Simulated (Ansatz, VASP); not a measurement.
# Ru in VASP and in Ansatz

File INCAR:

```
SYSTEM = Ru
PREC = Accurate ; ENCUT = 520
EDIFF = 1E-7 ; ISMEAR = 0
SIGMA = 0.15 ; LREAL = .FALSE.
LASPH = .TRUE. ; NELM = 100
ALGO = Fast ; ISIF = 2
LWAVE = .FALSE. ; LCHARG = .FALSE.
GGA = PE ; NBANDS = 21
```

Contents of KPOINTS:

```
regular mesh
0
G
  24 24 12
  0 0 0
```

Contents of POSCAR:

```
Ru
1.0
    2.7057993342      0.0000000000      0.0000000000
   -1.3528996671      2.3432909610      0.0000000000
    0.0000000000      0.0000000000      4.2819000000
Ru
2
Direct
    0.0710050771      0.4746290548      0.2500000000
    0.6666666667      0.3333333333      0.7500000000
```

Input for Ansatz:

```yaml
crystal:
  lattice:
    - [2.7057993342, 0.0, 0.0]
    - [-1.3528996671, 2.343290961, 0.0]
    - [0.0, 0.0, 4.2819]
  atoms:
    - { symbol: Ru, position: [0.0710050771, 0.4746290548, 0.25] }
    - { symbol: Ru, position: [0.6666666667, 0.3333333333, 0.75] }
basis:
  ecutwfc: 420
kpoints:
  mp_grid: { grid: [24, 24, 12] }
hamiltonian:
  xc: pbe
scf:
  occupations: { method: gaussian, width: 0.15 }
output:
  forces: true
  stress: true
  eigenvalues: true
```

Alike in both runs: task single point; functional PBE; k mesh 24 × 24 × 12; occupations gaussian, width 0.15 eV; no spin polarisation.

```csv
,VASP,Ansatz
version,VASP 6.6.1,Ansatz 0.2.0
potentials or method,"VASP PAW PBE potentials, release 64 (Ru_pv), cutoff 520 eV","scalar-relativistic, plane waves, PAW"
valence electrons in the cell,28,32
```

|  | VASP | Ansatz | Ansatz less VASP |
| --- | --- | --- | --- |
| gap on the k mesh at the Fermi level (eV) | none | none | - |
| pressure (GPa) | 22.5 | 22.3 | -0.23 |
| traceless stress, the component that is largest in VASP (GPa) | 17.85 | 17.39 | -0.460 |
| rms of the force components (eV/Å) | 1.533 | 1.519 | -0.0144 |

Atom by atom the forces differ by 0.016 eV/Å (rms over components). A gap of «none» marks a metal or a gap that the smearing closes. VASP's potentials hold 28 valence electrons a cell and Ansatz's 32, so a difference there can come from the potentials and not from the codes.
